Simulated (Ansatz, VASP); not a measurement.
**K: VASP beside Ansatz**

```
K
1.0
     4.60760    0.00000    0.00000
     0.00000    4.60760    0.00000
     0.00000    0.00000    3.37000
K
1
Direct
  0.00000 0.00000 0.00000
```

Alike in both runs: task single point; functional r2SCAN; k mesh 12 × 12 × 12; occupations gaussian, width 0.15 eV; no spin polarisation.

|  | VASP | Ansatz |
| --- | --- | --- |
| version | VASP 6.6.1 | Ansatz 0.2.0 |
| potentials or method | VASP PAW PBE potentials, release 64 (K_sv), cutoff 520 eV | scalar-relativistic, plane waves, PAW |
| valence electrons in the cell | 9 | 9 |

Ansatz gave:

```
gap on the k mesh at the Fermi level (eV)                     : none
pressure (GPa)                                                : 0.7
traceless stress, the component that is largest in VASP (GPa) : 2.73
```

Task: Estimate VASP's values.

Result: gap on the k mesh at the Fermi level (eV): none; pressure (GPa): 0.6; traceless stress, the component that is largest in VASP (GPa): 2.74.

VASP's potentials were made for PBE, not for r2SCAN. A gap of «none» marks a metal or a gap that the smearing closes.
